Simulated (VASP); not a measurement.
Here is a VASP 6.6.1 calculation.

File INCAR:

```
SYSTEM = Zr3N4
PREC     = Accurate       ! precision mode
ENCUT    = 520            ! plane-wave cutoff, eV
EDIFF    = 1E-7           ! SCF threshold, eV
ISMEAR   = -1             ! smearing method
SIGMA    = 0.02           ! smearing width, eV
LREAL    = .FALSE.        ! projectors in reciprocal space
LASPH    = .TRUE.         ! aspherical terms in the spheres
NELM     = 120            ! most SCF steps
ALGO     = Normal         ! electronic algorithm
ISIF     = 2              ! what is computed and relaxed
LWAVE    = .FALSE.        ! write WAVECAR
LCHARG   = .FALSE.        ! write CHGCAR
GGA      = PE             ! functional
IBRION   = 2              ! ionic algorithm
NSW      = 80             ! ionic steps
EDIFFG   = -0.02          ! ionic threshold
GGA_COMPAT= .FALSE.      
NELMIN   = 4            
KPAR     = 4
```

Contents of KPOINTS:

```
Automatic mesh
0
G
  6 6 6
  0 0 0
```

File POSCAR:

```
Zr3N4
1.0
   -3.3012051864      3.3012051864      3.3012051864
    3.3012051864     -3.3012051864      3.3012051864
    3.3012051864      3.3012051864     -3.3012051864
Zr N
6 8
Direct
    0.2500000000      0.6250000000      0.3750000000
    0.3750000000      0.2500000000      0.6250000000
    0.7500000000      0.8750000000      0.1250000000
    0.1250000000      0.7500000000      0.8750000000
    0.6250000000      0.3750000000      0.2500000000
    0.8750000000      0.1250000000      0.7500000000
    0.1374207936      0.1374207936      0.1374207936
    0.8625792064      0.5000000000      0.0000000000
    0.5000000000      0.0000000000      0.3625792064
    0.0000000000      0.8625792064      0.5000000000
    0.3625792064      0.5000000000      0.0000000000
    0.6374207936      0.6374207936      0.6374207936
    0.0000000000      0.3625792064      0.5000000000
    0.5000000000      0.0000000000      0.8625792064
```

Potentials or basis: VASP PAW PBE potentials, release 64 (Zr_sv, N).

Run with:

```sh
$ cat potpaw_PBE.64/Zr_sv/POTCAR potpaw_PBE.64/N/POTCAR > POTCAR
$ mpirun -np 4 vasp_std > vasp.out
```

Q: Predict the band gap on the k mesh.

A: 0.93 eV (least direct gap 0.96 eV).

Q: Estimate the energy gained by relaxing.

A: 6.0 meV/atom.

Final structure:
```
CELL_PARAMETERS angstrom
-3.30121 3.30121 3.30121
3.30121 -3.30121 3.30121
3.30121 3.30121 -3.30121
ATOMIC_POSITIONS crystal
Zr 0.25000 0.62500 0.37500
Zr 0.37500 0.25000 0.62500
Zr 0.75000 0.87500 0.12500
Zr 0.12500 0.75000 0.87500
Zr 0.62500 0.37500 0.25000
Zr 0.87500 0.12500 0.75000
N 0.14734 0.14734 0.14734
N 0.85266 0.50000 0.00000
N 0.50000 0.00000 0.35266
N 0.00000 0.85266 0.50000
N 0.35266 0.50000 0.00000
N 0.64734 0.64734 0.64734
N 0.00000 0.35266 0.50000
N 0.50000 0.00000 0.85266
```

A k mesh can miss the band edges.
